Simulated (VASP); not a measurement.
# BP (pbesol) (F-43m) in VASP: a series of runs, part 2 of 2

VASP 6.6.1. Earlier steps stand in the parts before.

**4. Single point, PBEsol (volume scaled by 0.94)**

Input file INCAR:

```
SYSTEM = BP
ALGO = Normal
EDIFF = 1E-6
ENCUT = 500
GGA = PS
GGA_COMPAT = .FALSE.
ISIF = 2
ISMEAR = 0
LASPH = .TRUE.
LCHARG = .FALSE.
LREAL = .FALSE.
LWAVE = .FALSE.
NBANDS = 11
NELM = 120
PREC = Accurate
SIGMA = 0.02
```

Input file KPOINTS:

```
k-points
0
G
  10 10 10
  0 0 0
```

Input file POSCAR:

```
BP
1.0
    0.0000000000      2.2139491588      2.2139491588
    2.2139491588      0.0000000000      2.2139491588
    2.2139491588      2.2139491588      0.0000000000
B P
1 1
Direct
    0.0000000000      0.0000000000      0.0000000000
    0.2500000000      0.2500000000      0.2500000000
```

Potentials or basis: VASP PAW PBE potentials, release 64 (B, P).

Command:

```bash
> cat potpaw_PBE.64/B/POTCAR potpaw_PBE.64/P/POTCAR > POTCAR
> mpirun -np 1 vasp_std > vasp.out
```

OUTCAR:

```text
SYSTEM = BP
   EDIFF = 1E-6
   ENCUT = 500
   GGA = PS
   ISIF = 2
   ISMEAR = 0
   LASPH = .TRUE.
   LREAL = .FALSE.
   NELM = 120
   PREC = Accurate

 ion  position               nearest neighbor table
   1  0.000  0.000  0.000-   2 1.92   2 1.92   2 1.92   2 1.92
   2  0.250  0.250  0.250-   1 1.92   1 1.92   1 1.92   1 1.92

  LATTYP: Found a face centered cubic cell.
 ALAT       =     4.4278983176

  Lattice vectors:

 A1 = (   0.0000000000,   2.2139491588,   2.2139491588)
 A2 = (   2.2139491588,   0.0000000000,   2.2139491588)
 A3 = (   2.2139491588,   2.2139491588,   0.0000000000)

Analysis of symmetry for initial positions (statically):
=====================================================================
 Subroutine PRICEL returns:
 Original cell was already a primitive cell.

 Routine SETGRP: Setting up the symmetry group for a
 face centered cubic supercell.

 Subroutine GETGRP returns: Found 24 space group operations
 (whereof 24 operations were pure point group operations)
 out of a pool of 48 trial point group operations.

The static configuration has the point symmetry T_d .

Analysis of symmetry for dynamics (positions and initial velocities):
[... 171 lines left out ...]
      4       8.2984      2.00000
      5      11.7756      0.00000
      6      11.7756      0.00000
      7      11.7756      0.00000
      8      16.7798      0.00000
      9      20.0712      0.00000
     10      20.6436      0.00000
     11      20.6436      0.00000
[... 309 lines left out ...]
 k-point    24 :       0.4000    0.3000    0.0000
  band No.  band energies     occupation
      1      -4.7253      2.00000
      2       1.9741      2.00000
      3       3.9317      2.00000
      4       4.5225      2.00000
      5       9.9549      0.00000
      6      11.7716      0.00000
      7      18.2297      0.00000
      8      18.3040      0.00000
      9      23.1098      0.00000
     10      23.9990      0.00000
     11      26.3290      0.00000

 [... further k-points ...]

------------------------ aborting loop because EDIFF is reached ----------------------------------------

  FORCE on cell =-STRESS in cart. coord.  units (eV):
  Direction    XX          YY          ZZ          XY          YZ          ZX
  --------------------------------------------------------------------------------------
  -------------------------------------------------------------------------------------
  Total        1.6102832      1.6102832      1.6102832     -0.0000000      0.0000000     -0.0000000
  in kB      118.8720922    118.8720922    118.8720922     -0.0000000      0.0000000     -0.0000000
  external PRESSURE =     118.8720922 kB  Pullay stress =       0.0000000 kB

 VOLUME and BASIS-vectors are now :
 -----------------------------------------------------------------------------
  energy-cutoff  :      500.00
  volume of cell :       21.70
      direct lattice vectors                 reciprocal lattice vectors
     0.000000000  2.213949159  2.213949159    -0.225840778  0.225840778  0.225840778
     2.213949159  0.000000000  2.213949159     0.225840778 -0.225840778  0.225840778
     2.213949159  2.213949159  0.000000000     0.225840778  0.225840778 -0.225840778

 POSITION                                       TOTAL-FORCE (eV/Angst)
 -----------------------------------------------------------------------------------
      0.00000      0.00000      0.00000         0.000000      0.000000      0.000000
      1.10697      1.10697      1.10697        -0.000000     -0.000000     -0.000000
 -----------------------------------------------------------------------------------
    total drift:                                0.000000      0.000000      0.000000

  FREE ENERGIE OF THE ION-ELECTRON SYSTEM (eV)
  ---------------------------------------------------
  free  energy   TOTEN  =       -13.6232861429 eV

  energy  without entropy=      -13.6232861429  energy(sigma->0) =      -13.62328614
```

stdout:

```text
POSCAR found type information on POSCAR B P
 POSCAR found :  2 types and       2 ions
 scaLAPACK will be used
 -----------------------------------------------------------------------------
|                                                                             |
|                                                                             |
|     You enforced a specific xc type in the INCAR file but a different       |
|     I HOPE YOU KNOW WHAT YOU ARE DOING!                                     |
|                                                                             |
 -----------------------------------------------------------------------------

 LDA part: xc-table for (Slater+PW92), standard interpolation
 POSCAR, INCAR and KPOINTS ok, starting setup
 FFT: planning ... GRIDC
 FFT: planning ... GRID_SOFT
 FFT: planning ... GRID
 WAVECAR not read
 entering main loop
```

It took 6.7 s on 1 thread of Intel Xeon 6975P-C, shared host; peak memory 0.13 GiB.

Results:

```yaml
Free_energy: -13.6233 eV
Pressure: 11.9 GPa
Band_gap_on_the_k_mesh: 1.03 eV, indirect (least direct gap 3.48 eV)
```

Caveat: the cell differs from its parent crystal (volume scaled by 0.94); the PAW data sets were made with another functional, which shifts forces and pressure a little. A k mesh can miss the band edges.

**5. Single point, PBEsol (volume scaled by 0.98)**

Input file INCAR:

```
SYSTEM = BP
  ALGO = Normal
  EDIFF = 1E-6
  ENCUT = 500
  GGA = PS
  GGA_COMPAT = .False.
  ISIF = 2
  ISMEAR = 0
  LASPH = .True.
  LCHARG = .True.
  LELF = .True.
  LREAL = .False.
  LVHAR = .True.
  LWAVE = .False.
  NBANDS = 11
  NELM = 120
  PREC = Accurate
  SIGMA = 0.01
```

Input file KPOINTS:

```
k-points
0
Gamma
  10 10 10
  0 0 0
```

Input file POSCAR:

```
BP
1.0
    0.0000000000      2.2449175469      2.2449175469
    2.2449175469      0.0000000000      2.2449175469
    2.2449175469      2.2449175469      0.0000000000
B P
1 1
Direct
    0.0000000000      0.0000000000      0.0000000000
    0.2500000000      0.2500000000      0.2500000000
```

Potentials or basis: VASP PAW PBE potentials, release 64 (B, P).

Command:

```bash
> cat potpaw_PBE.64/B/POTCAR potpaw_PBE.64/P/POTCAR > POTCAR
> mpirun -np 1 vasp_std > vasp.out
```

OUTCAR:

```text
SYSTEM = BP
   EDIFF = 1E-6
   ENCUT = 500
   GGA = PS
   ISIF = 2
   ISMEAR = 0
   LASPH = .True.
   LREAL = .False.
   NELM = 120
   PREC = Accurate

 ion  position               nearest neighbor table
   1  0.000  0.000  0.000-   2 1.94   2 1.94   2 1.94   2 1.94
   2  0.250  0.250  0.250-   1 1.94   1 1.94   1 1.94   1 1.94

  LATTYP: Found a face centered cubic cell.
 ALAT       =     4.4898350938

  Lattice vectors:

 A1 = (   0.0000000000,   2.2449175469,   2.2449175469)
 A2 = (   2.2449175469,   0.0000000000,   2.2449175469)
 A3 = (   2.2449175469,   2.2449175469,   0.0000000000)

Analysis of symmetry for initial positions (statically):
=====================================================================
 Subroutine PRICEL returns:
 Original cell was already a primitive cell.

 Routine SETGRP: Setting up the symmetry group for a
 face centered cubic supercell.

 Subroutine GETGRP returns: Found 24 space group operations
 (whereof 24 operations were pure point group operations)
 out of a pool of 48 trial point group operations.

The static configuration has the point symmetry T_d .

Analysis of symmetry for dynamics (positions and initial velocities):
[... 166 lines left out ...]
 k-point     1 :       0.0000    0.0000    0.0000
  band No.  band energies     occupation
      1      -7.9986      2.00000
      2       7.7883      2.00000
      3       7.7883      2.00000
      4       7.7883      2.00000
      5      11.1942      0.00000
      6      11.1942      0.00000
      7      11.1942      0.00000
      8      15.6200      0.00000
      9      19.2542      0.00000
     10      20.0050      0.00000
     11      20.0050      0.00000
[... 309 lines left out ...]
 k-point    24 :       0.4000    0.3000    0.0000
  band No.  band energies     occupation
      1      -4.9631      2.00000
      2       1.5541      2.00000
      3       3.5789      2.00000
      4       4.1438      2.00000
      5       9.4760      0.00000
      6      11.2755      0.00000
      7      17.4485      0.00000
      8      17.4749      0.00000
      9      22.0976      0.00000
     10      23.2364      0.00000
     11      25.1761      0.00000

 [... further k-points ...]
[... 5 lines left out ...]
  --------------------------------------------------------------------------------------
  -------------------------------------------------------------------------------------
  Total        0.5176167      0.5176167      0.5176167      0.0000000      0.0000000      0.0000000
  in kB       36.6511557     36.6511557     36.6511557      0.0000000      0.0000000      0.0000000
  external PRESSURE =      36.6511557 kB  Pullay stress =       0.0000000 kB

 VOLUME and BASIS-vectors are now :
 -----------------------------------------------------------------------------
  energy-cutoff  :      500.00
  volume of cell :       22.63
      direct lattice vectors                 reciprocal lattice vectors
     0.000000000  2.244917547  2.244917547    -0.222725329  0.222725329  0.222725329
     2.244917547  0.000000000  2.244917547     0.222725329 -0.222725329  0.222725329
     2.244917547  2.244917547  0.000000000     0.222725329  0.222725329 -0.222725329

 POSITION                                       TOTAL-FORCE (eV/Angst)
 -----------------------------------------------------------------------------------
      0.00000      0.00000      0.00000        -0.000000     -0.000000     -0.000000
      1.12246      1.12246      1.12246         0.000000      0.000000      0.000000
 -----------------------------------------------------------------------------------
    total drift:                                0.000000      0.000000      0.000000

  FREE ENERGIE OF THE ION-ELECTRON SYSTEM (eV)
  ---------------------------------------------------
  free  energy   TOTEN  =       -13.6677493917 eV

  energy  without entropy=      -13.6677493917  energy(sigma->0) =      -13.66774939
```

stdout:

```text
POSCAR found type information on POSCAR B P
 POSCAR found :  2 types and       2 ions
 scaLAPACK will be used
 -----------------------------------------------------------------------------
|                                                                             |
|                                                                             |
|     You enforced a specific xc type in the INCAR file but a different       |
|     I HOPE YOU KNOW WHAT YOU ARE DOING!                                     |
|                                                                             |
 -----------------------------------------------------------------------------

 LDA part: xc-table for (Slater+PW92), standard interpolation
 POSCAR, INCAR and KPOINTS ok, starting setup
 FFT: planning ... GRIDC
 FFT: planning ... GRID_SOFT
 FFT: planning ... GRID
 WAVECAR not read
 entering main loop
```

Wall time 6.6 s (1 thread of Intel Xeon 6975P-C, shared host); peak memory 0.14 GiB.

Results:

| Item | Value |
| --- | --- |
| Free energy | -13.6677 eV |
| Pressure | 3.7 GPa |
| Band gap on the k mesh | 1.09 eV, indirect (least direct gap 3.41 eV) |

Caveat: the cell differs from its parent crystal (volume scaled by 0.98); the PAW data sets were made with another functional, which shifts forces and pressure a little. A k mesh can miss the band edges.

**6. Single point, PBEsol**

This run uses another cell than the first one, of 11.54 Å³/atom, 1.099 times its volume.

Input file INCAR:

```
PREC = Accurate
ENCUT = 500
EDIFF = 1E-6
ISMEAR = 0
SIGMA = 0.02
LREAL = False
LASPH = True
NELM = 120
ALGO = Normal
ISIF = 2
LWAVE = False
LCHARG = False
GGA = PS
NBANDS = 11
GGA_COMPAT = False
```

Input file KPOINTS:

```
regular mesh
0
Gamma
  10 10 10
```

Input file POSCAR:

```
BP
1.0
    0.0000000000      2.2600863151      2.2600863151
    2.2600863151      0.0000000000      2.2600863151
    2.2600863151      2.2600863151      0.0000000000
B P
1 1
Direct
    0.0000000000      0.0000000000      0.0000000000
    0.2500000000      0.2500000000      0.2500000000
```

Potentials or basis: VASP PAW PBE potentials, release 64 (B, P).

Command:

```bash
> cat potpaw_PBE.64/B/POTCAR potpaw_PBE.64/P/POTCAR > POTCAR
> mpirun -np 1 vasp_std > vasp.out
```

Wall time 7.2 s (1 thread of Intel Xeon 6975P-C, shared host); peak memory 0.13 GiB.

Results (log left out):

```
Free energy            : -13.6733 eV
Pressure               : 0.1 GPa
Band gap on the k mesh : 1.12 eV, indirect (least direct gap 3.37 eV)
```

Levels at points of the mesh, in eV from the valence-band top:
| k point | band 2 | band 3 | band 4 | band 5 | band 6 | band 7 |
| --- | --- | --- | --- | --- | --- | --- |
| (0.00, 0.00, 0.00) | 0.00 | 0.00 | 0.00 | 3.37 | 3.37 | 3.37 |
| (0.50, 0.00, 0.00) | -9.18 | -1.78 | -1.78 | 3.80 | 4.66 | 4.66 |
| (0.50, 0.50, 0.00) | -8.66 | -4.19 | -4.19 | 1.20 | 1.51 | 12.21 |

Caveat: the PAW data sets were made with another functional, which shifts forces and pressure a little.

**7. Summary**

```tsv
cell	smearing	gap on the mesh (eV)	pressure (GPa)
a = 3.097 Å, angles 60.0°, 2 atoms	gaussian 0.02 eV	0.99	19.2
a = 3.164 Å, angles 60.0°, 2 atoms	gaussian 0.02 eV	1.08	5.6
a = 3.131 Å, angles 60.0°, 2 atoms	gaussian 0.02 eV	1.03	11.9
a = 3.175 Å, angles 60.0°, 2 atoms	gaussian 0.01 eV	1.09	3.7
a = 3.196 Å, angles 60.0°, 2 atoms	gaussian 0.02 eV	1.12	0.1
```

Alike in all rows: task single point; level PBEsol; potentials or basis VASP PAW PBE potentials, release 64 (B, P); no spin polarisation; k mesh 10 × 10 × 10; cutoff (eV) 500.

Caveats: the PAW data sets were made with another functional, which shifts forces and pressure a little.

Absolute energies hang on the potentials; compare differences alone.
